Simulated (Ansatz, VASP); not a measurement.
**C in VASP and in Ansatz**

File INCAR:

```
SYSTEM = C
PREC = Accurate
ENCUT = 520
EDIFF = 1E-7
ISMEAR = 0
SIGMA = 0.05
LREAL = .False.
LASPH = .True.
NELM = 60
ALGO = Normal
ISIF = 2
LWAVE = .False.
LCHARG = .False.
GGA = PE
NBANDS = 36
```

The input KPOINTS:

```
regular mesh
0
Gamma
  10 10 2
  0 0 0
```

POSCAR

```
C
1.0
    1.7857375322     -1.7857375322      0.0000000000
    1.7857375322      0.0000000000     -1.7857375322
    7.7381959729      7.1429501288      6.5477042847
C
12
Direct
    0.6666666667      0.5763777778      0.2708666667
    0.0000000000     -0.0347333333      0.1042000000
    0.3333333333      0.1874888889      0.4375333333
    0.6666666667      0.4097111111      0.7708666667
    1.0000000000      0.7986000000      0.6042000000
    0.3333333333      0.0208222222      0.9375333333
    0.6666666667      0.5347111111      0.3958666667
    1.0000000000      0.9236000000      0.2292000000
    0.3333333333      0.1458222222      0.5625333333
    0.6666666667      0.3680444444      0.8958666667
    0.0000000000     -0.2430666667      0.7292000000
    0.3333333333      0.3124888889      0.0625333333
```

Input for Ansatz:

```yaml
crystal:
  lattice:
    - [1.7857375322, -1.7857375322, 0.0]
    - [1.7857375322, 0.0, -1.7857375322]
    - [7.7381959729, 7.1429501288, 6.5477042847]
  atoms:
    - { symbol: C, position: [0.6666666667, 0.5763777778, 0.2708666667] }
    - { symbol: C, position: [0.0, -0.0347333333, 0.1042] }
    - { symbol: C, position: [0.3333333333, 0.1874888889, 0.4375333333] }
    - { symbol: C, position: [0.6666666667, 0.4097111111, 0.7708666667] }
    - { symbol: C, position: [1.0, 0.7986, 0.6042] }
    - { symbol: C, position: [0.3333333333, 0.0208222222, 0.9375333333] }
    - { symbol: C, position: [0.6666666667, 0.5347111111, 0.3958666667] }
    - { symbol: C, position: [1.0, 0.9236, 0.2292] }
    - { symbol: C, position: [0.3333333333, 0.1458222222, 0.5625333333] }
    - { symbol: C, position: [0.6666666667, 0.3680444444, 0.8958666667] }
    - { symbol: C, position: [0.0, -0.2430666667, 0.7292] }
    - { symbol: C, position: [0.3333333333, 0.3124888889, 0.0625333333] }
basis:
  ecutwfc: 420
kpoints:
  mp_grid: { grid: [10, 10, 2] }
hamiltonian:
  xc: pbe
scf:
  occupations: { method: gaussian, width: 0.05 }
output:
  forces: true
  stress: true
  eigenvalues: true
```

Alike in both runs: task single point; functional PBE; k mesh 10 × 10 × 2; occupations gaussian, width 0.05 eV; no spin polarisation.

```csv
,VASP,Ansatz
version,VASP 6.6.1,Ansatz 0.2.0
potentials or method,"VASP PAW PBE potentials, release 64 (C), cutoff 520 eV","scalar-relativistic, plane waves, PAW"
valence electrons in the cell,48,48
```

```csv
,VASP,Ansatz,Ansatz less VASP
gap on the k mesh at the Fermi level (eV),0.47,0.47,+0.001
least direct gap on the mesh (eV),1.79,1.80,+0.007
pressure (GPa),2.1,1.4,-0.65
"traceless stress, the component that is largest in VASP (GPa)",-23.31,-23.31,-0.004
rms of the force components (eV/Å),1.179,1.182,+0.0027
```

Atom by atom the forces differ by 0.005 eV/Å (rms over components).
